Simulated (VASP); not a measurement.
The system is Co.

```xyz
2
Lattice="0.0000 1.8026 1.8026 3.6052 0.0000 3.6052 1.8026 1.8026 0.0000" Properties=species:S:1:pos:R:3 pbc="T T T"
Co    0.0000    0.0000    0.0000
Co    1.8026    0.0000    1.8026
```

This isn't the form of Co at room conditions, which is hcp.

Base run:

```yaml
Program: VASP 6.6.1
Functional: PBE
Potentials_or_basis: VASP PAW PBE potentials, release 64 (Co)
Cutoff: 600 eV
k_mesh: 11 × 6 × 11
Occupations: gaussian, width 0.05 eV
Spin: collinear spin, ferromagnetic start
Starting_moments: "[1.98, 1.98] μB"
```

Its results: pressure -13.2 GPa; net moment 3.39 μB per cell.

Question: The run is repeated on the same cell with these changes: moments at the start from [1.98, 1.98] to [0.3, 0.3]. What comes out?

Answer: Pressure -24.4 GPa; net moment 0.00 μB per cell.

Caveats: the cell stands under tension.
